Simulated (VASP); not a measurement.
# CaZr2N3 (Cmmm) in VASP: single point with PBE

Aim: the single point of CaZr2N3 with PBE.

Program: VASP 6.6.1. These are calculated values, not measurements. Logs are shortened: lines on timing, memory, paths and dates and some standing lists are left out, and cuts for length are marked.

### 1 The cell of the first run

Symmetry: Cmmm, No. 65, orthorhombic system. The conventional cell has a = 4.605 Å, b = 10.642 Å, c = 3.480 Å, α = 90.00°, β = 90.00°, γ = 90.00°. Ca (site symmetry mmm) has 6 N at 2.30 to 2.42 Å within 3.0 Å. Zr (site symmetry m2m) has 5 N at 2.05 to 2.35 Å within 2.7 Å. N (site symmetry m2m) has 3 Zr at 2.05 to 2.30 Å and 2 Ca at 2.42 Å within 2.7 Å. N (site symmetry mmm) has 2 Ca at 2.30 Å and 4 Zr at 2.35 Å within 3.0 Å.

The cell was generated, and may not be a known phase.

### 2 Single point, PBE

INCAR reads:

```
SYSTEM = CaZr2N3
PREC = Accurate
ENCUT = 520
EDIFF = 1E-6
ISMEAR = 0
SIGMA = 0.1
LREAL = .FALSE.
LASPH = .TRUE.
NELM = 80
ALGO = Normal
ISIF = 2
LWAVE = .FALSE.
LCHARG = .FALSE.
GGA = PE
NBANDS = 34
```

KPOINTS reads:

```
Automatic mesh
0
G
  10 10 12
  0 0 0
```

POSCAR reads:

```
CaZr2N3
1.0
    2.3024359786     -5.3208723492      0.0000000000
    2.3024359786      5.3208723492      0.0000000000
    0.0000000000      0.0000000000      3.4798372658
Ca Zr N
1 2 3
Direct
    0.0000000000      0.0000000000      0.0000000000
    0.6488755680      0.3511244320      0.5000000000
    0.3511244320      0.6488755680      0.5000000000
    0.1587057757      0.8412942243      0.5000000000
    0.8412942243      0.1587057757      0.5000000000
    0.5000000000      0.5000000000      0.0000000000
```

Potentials or basis: VASP PAW PBE potentials, release 64 (Ca_sv, Zr_sv, N).

Run with:

```console
cat potpaw_PBE.64/Ca_sv/POTCAR potpaw_PBE.64/Zr_sv/POTCAR potpaw_PBE.64/N/POTCAR > POTCAR
mpirun -np 1 vasp_std > vasp.out
```

OUTCAR:

```text
SYSTEM = CaZr2N3
   PREC = Accurate
   ENCUT = 520
   EDIFF = 1E-6
   ISMEAR = 0
   LREAL = .FALSE.
   LASPH = .TRUE.
   NELM = 80
   ISIF = 2
   GGA = PE

 ion  position               nearest neighbor table
   1  0.000  0.000  0.000-   6 2.30   6 2.30   4 2.42   4 2.42   5 2.42   5 2.42   3 3.29   3 3.29
                             2 3.29   2 3.29   2 3.29   3 3.29   3 3.29   2 3.29
   2  0.649  0.351  0.500-   5 2.05   4 2.30   4 2.30   6 2.35   6 2.35   3 3.15   3 3.15   3 3.17
                             1 3.29   1 3.29   1 3.29   1 3.29
   3  0.351  0.649  0.500-   4 2.05   5 2.30   5 2.30   6 2.35   6 2.35   2 3.15   2 3.15   2 3.17
                             1 3.29   1 3.29   1 3.29   1 3.29
   4  0.159  0.841  0.500-   3 2.05   2 2.30   2 2.30   1 2.42   1 2.42
   5  0.841  0.159  0.500-   2 2.05   3 2.30   3 2.30   1 2.42   1 2.42
   6  0.500  0.500  0.000-   1 2.30   1 2.30   3 2.35   2 2.35   3 2.35   2 2.35

  LATTYP: Found a base centered orthorhombic cell.
 ALAT       =     4.6048719572
 B/A-ratio  =     2.3109751579
 C/A-ratio  =     0.7556859991

  Lattice vectors:

 A1 = (   2.3024359786,  -5.3208723492,   0.0000000000)
 A2 = (   2.3024359786,   5.3208723492,   0.0000000000)
 A3 = (   0.0000000000,   0.0000000000,   3.4798372658)

Analysis of symmetry for initial positions (statically):
=====================================================================
 Subroutine PRICEL returns:
 Original cell was already a primitive cell.

 Routine SETGRP: Setting up the symmetry group for a
 base centered orthorhombic supercell.

 Subroutine GETGRP returns: Found  8 space group operations
 (whereof  8 operations were pure point group operations)
 out of a pool of  8 trial point group operations.

The static configuration has the point symmetry D_2h.

Analysis of symmetry for dynamics (positions and initial velocities):
=====================================================================
 Subroutine PRICEL returns:
 Original cell was already a primitive cell.

 Routine SETGRP: Setting up the symmetry group for a
 base centered orthorhombic supercell.

 Subroutine GETGRP returns: Found  8 space group operations
 (whereof  8 operations were pure point group operations)
 out of a pool of  8 trial point group operations.

The dynamic configuration has the point symmetry D_2h.

 Subroutine INISYM returns: Found  8 space group operations
 (whereof  8 operations are pure point group operations),
 and found     1 'primitive' translations

----------------------------------------------------------------------------------------

                                     Primitive cell

  volume of cell :      85.2627

  direct lattice vectors                    reciprocal lattice vectors
     2.302435979 -5.320872349  0.000000000     0.217161304 -0.093969554  0.000000000
     2.302435979  5.320872349  0.000000000     0.217161304  0.093969554  0.000000000
     0.000000000  0.000000000  3.479837266     0.000000000  0.000000000  0.287369760

  length of vectors
     5.797662804  5.797662804  3.479837266     0.236620602  0.236620602  0.287369760

  position of ions in fractional coordinates (direct lattice)
     0.000000000  0.000000000  0.000000000
     0.648875568  0.351124432  0.500000000
     0.351124432  0.648875568  0.500000000
     0.158705776  0.841294224  0.500000000
     0.841294224  0.158705776  0.500000000
     0.500000000  0.500000000  0.000000000

  ion indices of the primitive-cell ions
   primitive index   ion index
                 1           1
                 2           2
                 3           3
                 4           4
                 5           5
                 6           6

----------------------------------------------------------------------------------------

 KPOINTS: Automatic mesh

Automatic generation of k-mesh.
 Grid dimensions read from file:
 generate k-points for:   10   10   12

 Generating k-lattice:

  Cartesian coordinates                     Fractional coordinates (reciprocal lattice)
     0.021716130 -0.009396955  0.000000000     0.100000000  0.000000000  0.000000000
     0.021716130  0.009396955  0.000000000     0.000000000  0.100000000  0.000000000
     0.000000000  0.000000000  0.023947480     0.000000000  0.000000000  0.083333333

  Length of vectors
     0.023662060  0.023662060  0.023947480

  Shift w.r.t. Gamma in fractional coordinates (k-lattice)
     0.000000000  0.000000000  0.000000000

 Subroutine IBZKPT returns following result:
 ===========================================

 Found    217 irreducible k-points:

 Following reciprocal coordinates:
            Coordinates               Weight
  0.000000  0.000000  0.000000      1.000000
  0.100000 -0.000000  0.000000      4.000000
  0.200000 -0.000000  0.000000      4.000000
  0.300000  0.000000  0.000000      4.000000
  0.400000 -0.000000  0.000000      4.000000
  0.500000 -0.000000  0.000000      2.000000
[... 16 lines left out ...]
  0.300000  0.300000  0.000000      2.000000
  0.400000  0.300000  0.000000      4.000000
 [... further k-points ...]
   k-points           NKPTS =    217   k-points in BZ     NKDIM =    217   number of bands    NBANDS=     34
   number of dos      NEDOS =    301   number of ions     NIONS =      6
   total plane-waves  NPLWV =  64512
   dimension x,y,z NGX =    48 NGY =   48 NGZ =   28
   dimension x,y,z NGXF=    96 NGYF=   96 NGZF=   56
   ions per type =               1   2   3
   NGX,Y,Z   is equivalent  to a cutoff of  13.76, 13.76, 13.38 a.u.
   NGXF,Y,Z  is equivalent  to a cutoff of  27.53, 27.53, 26.75 a.u.
 SYSTEM =  CaZr2N3
   PREC   = accura    normal or accurate (medium, high low for compatibility)
   ISTART =      0    job   : 0-new  1-cont  2-samecut
   ICHARG =      2    charge: 1-file 2-atom 10-const
   ISPIN  =      1    spin polarized calculation?
   LNONCOLLINEAR =      F non collinear calculations
   LSORBIT =      F    spin-orbit coupling
   LASPH  =      T    aspherical Exc in radial PAW
   ENCUT  =  520.0 eV  38.22 Ry    6.18 a.u.  10.78 10.78  6.47*2*pi/ulx,y,z
   NELM   =     80;   NELMIN=  2; NELMDL= -5     # of ELM steps
   EDIFF  = 0.1E-05   stopping-criterion for ELM
   LREAL  =      F    real-space projection
   EDIFFG = 0.1E-04   stopping-criterion for IOM
   NSW    =      0    number of steps for IOM
   IBRION =     -1    ionic relax: 0-MD 1-quasi-New 2-CG
   NFREE  =      0    steps in history (QN), initial steepest desc. (CG)
   ISIF   =      2    stress and relaxation
   ISYM   =      2    0-nonsym 1-usesym 2-fastsym
   POTIM  = 0.5000    time-step for ionic-motion
   TEBEG  =    0.0;   TEEND  =   0.0 temperature during run
   PSTRESS=    0.0 pullay stress
   NELECT =      49.0000    total number of electrons
   NUPDOWN=      -1.0000    fix difference up-down
   EMIN   =  10.00;   EMAX   =-10.00  energy-range for DOS
   EFERMI =   0.00;   METHOD = LEGACY
   ISMEAR =     0;   SIGMA  =   0.10  broadening in eV -4-tet -1-fermi 0-gaus
   EFERMI_NEDOS =   21; number of points for ismear=-14 and -15
   IALGO  =     38    algorithm
   IMIX   =      4    mixing-type and parameters
     AMIX     =   0.40;   BMIX     =  1.00
     AMIX_MAG =   1.60;   BMIX_MAG =  1.00
  volume/ion in A,a.u.               =      14.21        95.90
  Fermi-wavevector in a.u.,A,eV,Ry     =   1.361091  2.572089 25.205718  1.852568
  Thomas-Fermi vector in A             =   2.487697
   LORBIT       =      0    0 simple, 1 ext, 2 COOP (PROOUT), +10 PAW based schemes
   GGA     = PE    functional components
   LHFCALC =     F    Hartree Fock is set to
   AEXX    =    0.0000 exact exchange contribution
   IVDW    =     0    specifies the selected vdW correction
   LEPSILON=     F    determine dielectric tensor
   LRPA    =     F    only Hartree local field effects (RPA)
 non-spin polarized calculation
 Gauss-broadening in eV      SIGMA  =   0.10
  energy-cutoff  :      520.00
  volume of cell :       85.26
 maximum number of plane-waves:      2325
 NGX is ok and might be reduce to    48
   NGX = 21   NGY = 21   NGZ = 13

 number of electron      49.0000002 magnetization

 Free energy of the ion-electron system (eV)
  ---------------------------------------------------
  ext. energy  EPLUGINS =         0.00000000
  ---------------------------------------------------
  free energy    TOTEN  =       -51.98893329 eV

  energy without entropy =      -51.98176170  energy(sigma->0) =      -51.98534749

 E-fermi :   7.6080     XC(G=0): -11.1536

 val. band max:        7.6049357088   @ k =   0.5000   0.3000   0.4167
 cond. band min:       7.6162671106   @ k =   0.5000   0.3000   0.5000
 fundamental gap:      0.0113314018
 Fermi energy:         7.6080272564

 k-point     1 :       0.0000    0.0000    0.0000
  band No.  band energies     occupation
      1     -41.6677      2.00000
      2     -41.5740      2.00000
      3     -31.3923      2.00000
      4     -20.1044      2.00000
      5     -19.8515      2.00000
      6     -19.6798      2.00000
[... 26 lines left out ...]
     33      11.2260      0.00000
     34      12.7545      0.00000

 k-point     2 :       0.1000   -0.0000    0.0000
  band No.  band energies     occupation
      1     -41.6656      2.00000
      2     -41.5761      2.00000
      3     -31.3922      2.00000
      4     -20.1054      2.00000
      5     -19.8651      2.00000
      6     -19.6774      2.00000
[... 26 lines left out ...]
     33      11.6651      0.00000
     34      12.7538      0.00000

 k-point     3 :       0.2000   -0.0000    0.0000
  band No.  band energies     occupation
      1     -41.6595      2.00000
      2     -41.5819      2.00000
      3     -31.3921      2.00000
      4     -20.1080      2.00000
      5     -19.8961      2.00000
      6     -19.6707      2.00000
[... 26 lines left out ...]
     33      12.5240      0.00000
     34      12.9446      0.00000
[... 704 lines left out ...]
 k-point    23 :       0.3000    0.3000    0.0000
  band No.  band energies     occupation
      1     -41.6249      2.00000
      2     -41.6161      2.00000
      3     -31.3918      2.00000
      4     -20.0973      2.00000
      5     -19.9144      2.00000
      6     -19.6421      2.00000
[... 26 lines left out ...]
     33      11.8449      0.00000
     34      13.3223      0.00000

 k-point    24 :       0.4000    0.3000    0.0000
  band No.  band energies     occupation
      1     -41.6276      2.00000
      2     -41.6137      2.00000
      3     -31.3920      2.00000
      4     -20.0557      2.00000
      5     -19.8832      2.00000
      6     -19.6749      2.00000
[... 26 lines left out ...]
     33      12.0085      0.00000
     34      13.1691      0.00000

 [... further k-points ...]

------------------------ aborting loop because EDIFF is reached ----------------------------------------

  FORCE on cell =-STRESS in cart. coord.  units (eV):
  Direction    XX          YY          ZZ          XY          YZ          ZX
  --------------------------------------------------------------------------------------
  -------------------------------------------------------------------------------------
  Total        0.2533558      0.1934877      0.1324109      0.0000000      0.0000000      0.0000000
  in kB        4.7608240      3.6358393      2.4881412      0.0000000      0.0000000      0.0000000
  external PRESSURE =       3.6282682 kB  Pullay stress =       0.0000000 kB

 VOLUME and BASIS-vectors are now :
 -----------------------------------------------------------------------------
  energy-cutoff  :      520.00
  volume of cell :       85.26
      direct lattice vectors                 reciprocal lattice vectors
     2.302435979 -5.320872349  0.000000000     0.217161304 -0.093969554  0.000000000
     2.302435979  5.320872349  0.000000000     0.217161304  0.093969554  0.000000000
     0.000000000  0.000000000  3.479837266     0.000000000  0.000000000  0.287369760

 POSITION                                       TOTAL-FORCE (eV/Angst)
 -----------------------------------------------------------------------------------
      0.00000      0.00000      0.00000        -0.000000      0.000000     -0.000000
      2.30244     -1.58430      1.73992        -0.000000      0.012336     -0.000000
      2.30244      1.58430      1.73992        -0.000000     -0.012336      0.000000
      2.30244      3.63197      1.73992        -0.000000     -0.009657     -0.000000
      2.30244     -3.63197      1.73992        -0.000000      0.009657     -0.000000
      2.30244      0.00000      0.00000         0.000000     -0.000000     -0.000000
 -----------------------------------------------------------------------------------
    total drift:                               -0.000000      0.000000     -0.000000

  FREE ENERGIE OF THE ION-ELECTRON SYSTEM (eV)
  ---------------------------------------------------
  free  energy   TOTEN  =       -51.9889332936 eV

  energy  without entropy=      -51.9817616954  energy(sigma->0) =      -51.98534749
```

It took 10 min on 1 thread of Intel Xeon Platinum 8259CL at 2.50GHz (Skylake/Cascade Lake), shared host; peak memory 0.67 GiB.

Results:

- Free energy: -51.9889 eV
- Pressure: 0.4 GPa
- Largest force: 0.012 eV/Å
- Band gap on the k mesh: zero (an odd number of electrons rules out a gap without spin polarisation)

Forces on the atoms (eV/Å):
```
Ca   0.000  0.000  0.000
Zr   0.000  0.012  0.000
Zr   0.000 -0.012  0.000
N    0.000 -0.010  0.000
N    0.000  0.010  0.000
N    0.000  0.000  0.000
```

Stress tensor (GPa, compression positive):
```
0.48 0.00 0.00
0.00 0.36 0.00
0.00 0.00 0.25
```
